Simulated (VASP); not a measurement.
# Cu (Im-3m) in VASP: notebook, part 2 of 2

VASP 6.6.1. The steps go on from the part before.

**4. Single point, r2SCAN**

This run uses another cell than the first one, of 10.87 Å³/atom.

POSCAR

```
Cu
1.0
   -1.3952731107      1.3952731107      1.3952731107
    1.3952731107     -1.3952731107      1.3952731107
    1.3952731107      1.3952731107     -1.3952731107
Cu
1
Direct
    0.0000000000      0.0000000000      0.0000000000
```

INCAR.step1

```
  PREC = Accurate
  ENCUT = 660
  ISMEAR = -1
  SIGMA = 0.05
  LREAL = F
  LASPH = T
  NELM = 120
  NBANDS = 12
  GGA = PE
  ALGO = Normal
  EDIFF = 1E-5
  LWAVE = T
  LCHARG = F
  GGA_COMPAT = F
```

INCAR.step2

```
  PREC = Accurate
  ENCUT = 660
  EDIFF = 1E-6
  ISMEAR = -1
  SIGMA = 0.05
  LREAL = F
  LASPH = T
  NELM = 120
  ALGO = Normal
  ISIF = 2
  LWAVE = F
  LCHARG = F
  METAGGA = R2SCAN
  LMIXTAU = T
  NBANDS = 12
  ISTART = 1
  GGA_COMPAT = F
```

KPOINTS

```
regular mesh
0
Gamma
  10 10 10
```

Potentials or basis: VASP PAW PBE potentials, release 64 (Cu).

Launch:

```sh
$ cat potpaw_PBE.64/Cu/POTCAR > POTCAR
$ cp INCAR.step1 INCAR
$ mpirun -np 1 vasp_std > vasp.out
$ cp INCAR.step2 INCAR
$ mpirun -np 1 vasp_std > vasp.out
```

OUTCAR:

```text
PREC = Accurate
   ENCUT = 660
   EDIFF = 1E-6
   ISMEAR = -1
   LREAL = F
   LASPH = T
   NELM = 120
   ISIF = 2
   METAGGA = R2SCAN
   ISTART = 1

 ion  position               nearest neighbor table
   1  0.000  0.000  0.000-

  LATTYP: Found a body centered cubic cell.
 ALAT       =     2.7905462214

  Lattice vectors:

 A1 = (  -1.3952731107,   1.3952731107,   1.3952731107)
 A2 = (   1.3952731107,  -1.3952731107,   1.3952731107)
 A3 = (   1.3952731107,   1.3952731107,  -1.3952731107)

Analysis of symmetry for initial positions (statically):
=====================================================================
 Subroutine PRICEL returns:
 Original cell was already a primitive cell.

 Routine SETGRP: Setting up the symmetry group for a
 body centered cubic supercell.

 Subroutine GETGRP returns: Found 48 space group operations
 (whereof 48 operations were pure point group operations)
 out of a pool of 48 trial point group operations.

The static configuration has the point symmetry O_h .

Analysis of symmetry for dynamics (positions and initial velocities):
=====================================================================
 Subroutine PRICEL returns:
 Original cell was already a primitive cell.

 Routine SETGRP: Setting up the symmetry group for a
 body centered cubic supercell.

 Subroutine GETGRP returns: Found 48 space group operations
 (whereof 48 operations were pure point group operations)
 out of a pool of 48 trial point group operations.

The dynamic configuration has the point symmetry O_h .

 Subroutine INISYM returns: Found 48 space group operations
 (whereof 48 operations are pure point group operations),
 and found     1 'primitive' translations

----------------------------------------------------------------------------------------

                                     Primitive cell
[... 113 lines left out ...]
   LORBIT       =      0    0 simple, 1 ext, 2 COOP (PROOUT), +10 PAW based schemes
   METAGGA = R2SCAN    functional components
   LHFCALC =     F    Hartree Fock is set to
   AEXX    =    0.0000 exact exchange contribution
   IVDW    =     0    specifies the selected vdW correction
   LEPSILON=     F    determine dielectric tensor
   LRPA    =     F    only Hartree local field effects (RPA)
 non-spin polarized calculation
  energy-cutoff  :      660.00
  volume of cell :       10.87
 maximum number of plane-waves:       430
   NGX = 11   NGY = 11   NGZ = 11

 number of electron      11.0000010 magnetization

 Free energy of the ion-electron system (eV)
  ---------------------------------------------------
  ext. energy  EPLUGINS =         0.00000000
  ---------------------------------------------------
  free energy    TOTEN  =       -10.74948096 eV

  energy without entropy =      -10.74525683  energy(sigma->0) =      -10.74736890

 E-fermi :   8.5268     XC(G=0): -14.3252

 val. band max:        8.5166488371   @ k =   0.2000   0.2000   0.1000
 cond. band min:       8.6396984669   @ k =  -0.3000   0.4000   0.2000
 fundamental gap:      0.1230496298
 Fermi energy:         8.5267684306

 k-point     1 :       0.0000    0.0000    0.0000
  band No.  band energies     occupation
      1      -1.8791      2.00000
      2       4.9547      2.00000
      3       4.9547      2.00000
      4       4.9547      2.00000
      5       6.0983      2.00000
      6       6.0983      2.00000
      7      35.3492      0.00000
      8      35.3492      0.00000
      9      35.3492      0.00000
     10      39.9847      0.00000
     11      39.9847      0.00000
     12      40.4089      0.00000
[... 331 lines left out ...]
 k-point    24 :      -0.3000    0.3000    0.1000
  band No.  band energies     occupation
      1       1.7557      2.00000
      2       4.5786      2.00000
      3       4.8254      2.00000
      4       5.7452      2.00000
      5       6.1590      2.00000
      6       6.4688      2.00000
      7      21.0296      0.00000
      8      27.7997      0.00000
      9      28.3816      0.00000
     10      35.2332      0.00000
     11      35.7145      0.00000
     12      38.6535      0.00000

 [... further k-points ...]

------------------------ aborting loop because EDIFF is reached ----------------------------------------

  FORCE on cell =-STRESS in cart. coord.  units (eV):
  Direction    XX          YY          ZZ          XY          YZ          ZX
  --------------------------------------------------------------------------------------
  -------------------------------------------------------------------------------------
  Total        0.7189462      0.7189462      0.7189462      0.0000000      0.0000000      0.0000000
  in kB      106.0154900    106.0154900    106.0154900      0.0000000      0.0000000      0.0000000
  external PRESSURE =     106.0154900 kB  Pullay stress =       0.0000000 kB

 VOLUME and BASIS-vectors are now :
 -----------------------------------------------------------------------------
  energy-cutoff  :      660.00
  volume of cell :       10.87
      direct lattice vectors                 reciprocal lattice vectors
    -1.395273111  1.395273111  1.395273111     0.000000000  0.358352781  0.358352781
     1.395273111 -1.395273111  1.395273111     0.358352781  0.000000000  0.358352781
     1.395273111  1.395273111 -1.395273111     0.358352781  0.358352781  0.000000000

 POSITION                                       TOTAL-FORCE (eV/Angst)
 -----------------------------------------------------------------------------------
      0.00000      0.00000      0.00000         0.000000      0.000000      0.000000
 -----------------------------------------------------------------------------------
    total drift:                                0.000000     -0.000000      0.000000

  FREE ENERGIE OF THE ION-ELECTRON SYSTEM (eV)
  ---------------------------------------------------
  free  energy   TOTEN  =       -10.7494809624 eV

  energy  without entropy=      -10.7452568328  energy(sigma->0) =      -10.74736890
```

OUTCAR.step1:

```text
PREC = Accurate
   ENCUT = 660
   ISMEAR = -1
   LREAL = F
   LASPH = T
   NELM = 120
[... 573 lines left out ...]

 POSITION                                       TOTAL-FORCE (eV/Angst)
 -----------------------------------------------------------------------------------
      0.00000      0.00000      0.00000         0.000000     -0.000000      0.000000
 -----------------------------------------------------------------------------------
    total drift:                                0.000000     -0.000000      0.000000

  FREE ENERGIE OF THE ION-ELECTRON SYSTEM (eV)
  ---------------------------------------------------
  free  energy   TOTEN  =        -3.6099439102 eV

  energy  without entropy=       -3.6050930357  energy(sigma->0) =       -3.60751847
```

Wall time 14 s (1 thread of Intel Xeon 6975P-C (Granite Rapids), shared host); peak memory 0.12 GiB.

Results:

| Quantity | Value |
| --- | --- |
| Free energy | -10.7495 eV |
| Pressure | 10.6 GPa |
| Band gap on the k mesh | zero (an odd number of electrons rules out a gap without spin polarisation) |

Levels at points of the mesh, in eV from the Fermi level:
```
           k point  band 2  band 3  band 4  band 5  band 6  band 7  band 8  band 9  band 10  band 11
(0.00, 0.00, 0.00)   -3.57   -3.57   -3.57   -2.43   -2.43   26.82   26.82   26.82    31.46    31.46
(0.50, 0.00, 0.00)   -4.40   -2.46   -2.30   -1.57   -0.90    5.00   18.91   19.54    23.16    26.71
(0.50, 0.50, 0.50)   -5.40   -1.77   -1.77   -1.77    9.01    9.01    9.01   14.56    14.56    18.35
```

Caveat: the cell stands under pressure; the PAW data sets were made with another functional, which shifts forces and pressure a little.

**5. Single point, r2SCAN**

This run uses another cell than the first one, of 11.47 Å³/atom.

POSCAR

```
Cu
1.0
   -1.4205947132      1.4205947132      1.4205947132
    1.4205947132     -1.4205947132      1.4205947132
    1.4205947132      1.4205947132     -1.4205947132
Cu
1
Direct
    0.0000000000      0.0000000000      0.0000000000
```

INCAR.step1

```
SYSTEM = Cu
PREC = Accurate ; ENCUT = 660
ISMEAR = -1 ; SIGMA = 0.05
LREAL = .False. ; LASPH = .True.
NELM = 120 ; NBANDS = 12
GGA = PE ; ALGO = Normal
EDIFF = 1E-5 ; LWAVE = .True.
LCHARG = .False. ; GGA_COMPAT = .False.
```

INCAR.step2

```
SYSTEM = Cu
PREC = Accurate ; ENCUT = 660
EDIFF = 1E-6 ; ISMEAR = -1
SIGMA = 0.05 ; LREAL = .False.
LASPH = .True. ; NELM = 120
ALGO = Normal ; ISIF = 2
LWAVE = .False. ; LCHARG = .False.
METAGGA = R2SCAN ; LMIXTAU = .True.
NBANDS = 12 ; ISTART = 1
GGA_COMPAT = .False.
```

KPOINTS

```
Automatic mesh
0
Gamma
  10 10 10
  0 0 0
```

Potentials or basis: VASP PAW PBE potentials, release 64 (Cu).

Launch:

```sh
$ cat potpaw_PBE.64/Cu/POTCAR > POTCAR
$ cp INCAR.step1 INCAR
$ mpirun -np 1 vasp_std > vasp.out
$ cp INCAR.step2 INCAR
$ mpirun -np 1 vasp_std > vasp.out
```

OUTCAR:

```text
SYSTEM = Cu
   PREC = Accurate
   ENCUT = 660
   EDIFF = 1E-6
   ISMEAR = -1
   LREAL = .False.
   LASPH = .True.
   NELM = 120
   ISIF = 2
   METAGGA = R2SCAN
   ISTART = 1

 ion  position               nearest neighbor table
   1  0.000  0.000  0.000-

  LATTYP: Found a body centered cubic cell.
 ALAT       =     2.8411894264

  Lattice vectors:

 A1 = (  -1.4205947132,   1.4205947132,   1.4205947132)
 A2 = (   1.4205947132,  -1.4205947132,   1.4205947132)
 A3 = (   1.4205947132,   1.4205947132,  -1.4205947132)

Analysis of symmetry for initial positions (statically):
=====================================================================
 Subroutine PRICEL returns:
 Original cell was already a primitive cell.

 Routine SETGRP: Setting up the symmetry group for a
 body centered cubic supercell.

 Subroutine GETGRP returns: Found 48 space group operations
 (whereof 48 operations were pure point group operations)
 out of a pool of 48 trial point group operations.

The static configuration has the point symmetry O_h .

Analysis of symmetry for dynamics (positions and initial velocities):
[... 168 lines left out ...]
      3       4.4367      2.00000
      4       4.4368      2.00000
      5       5.4921      2.00000
      6       5.4921      2.00000
      7      34.1052      0.00000
      8      34.1052      0.00000
      9      34.1052      0.00000
     10      38.3239      0.00000
     11      38.3239      0.00000
     12      38.3239      0.00000
[... 331 lines left out ...]
 k-point    24 :      -0.3000    0.3000    0.1000
  band No.  band energies     occupation
      1       1.3835      2.00000
      2       4.0930      2.00000
      3       4.3284      2.00000
      4       5.1686      2.00000
      5       5.5472      2.00000
      6       5.8324      2.00000
      7      19.8703      0.00000
      8      26.4038      0.00000
      9      27.1191      0.00000
     10      33.6530      0.00000
     11      34.1495      0.00000
     12      36.9449      0.00000

 [... further k-points ...]

------------------------ aborting loop because EDIFF is reached ----------------------------------------

  FORCE on cell =-STRESS in cart. coord.  units (eV):
  Direction    XX          YY          ZZ          XY          YZ          ZX
  --------------------------------------------------------------------------------------
  -------------------------------------------------------------------------------------
  Total        0.0415061      0.0415061      0.0415061      0.0000000      0.0000000      0.0000000
  in kB        5.7989817      5.7989817      5.7989817      0.0000000      0.0000000      0.0000000
  external PRESSURE =       5.7989817 kB  Pullay stress =       0.0000000 kB

 VOLUME and BASIS-vectors are now :
 -----------------------------------------------------------------------------
  energy-cutoff  :      660.00
  volume of cell :       11.47
      direct lattice vectors                 reciprocal lattice vectors
    -1.420594713  1.420594713  1.420594713     0.000000000  0.351965269  0.351965269
     1.420594713 -1.420594713  1.420594713     0.351965269  0.000000000  0.351965269
     1.420594713  1.420594713 -1.420594713     0.351965269  0.351965269  0.000000000

 POSITION                                       TOTAL-FORCE (eV/Angst)
 -----------------------------------------------------------------------------------
      0.00000      0.00000      0.00000         0.000000     -0.000000      0.000000
 -----------------------------------------------------------------------------------
    total drift:                                0.000000      0.000000     -0.000000

  FREE ENERGIE OF THE ION-ELECTRON SYSTEM (eV)
  ---------------------------------------------------
  free  energy   TOTEN  =       -10.7704492481 eV

  energy  without entropy=      -10.7655317639  energy(sigma->0) =      -10.76799051
```

Wall time 15 s (1 thread of Intel Xeon 6975P-C (Granite Rapids), shared host); peak memory 0.14 GiB.

What came out:

- Free energy: -10.7704 eV
- Pressure: 0.6 GPa
- Band gap on the k mesh: zero (an odd number of electrons rules out a gap without spin polarisation)

Caveat: the PAW data sets were made with another functional, which shifts forces and pressure a little.

**6. Overview**

| cell | gap on the mesh (eV) | pressure (GPa) |
| --- | --- | --- |
| a = 2.382 Å, angles 109.5°, 1 atom | none | 20.5 |
| a = 2.437 Å, angles 109.5°, 1 atom | none | 5.6 |
| a = 2.417 Å, angles 109.5°, 1 atom | none | 10.6 |
| a = 2.461 Å, angles 109.5°, 1 atom | none | 0.6 |

Alike in all rows: task single point; level r2SCAN; potentials or basis VASP PAW PBE potentials, release 64 (Cu); no spin polarisation; k mesh 10 × 10 × 10; cutoff (eV) 660; smearing fermi-dirac 0.05 eV.

Caveats: the PAW data sets were made with another functional, which shifts forces and pressure a little; the cell stands under pressure (at least some runs).

Absolute energies hang on the potentials; compare differences alone.
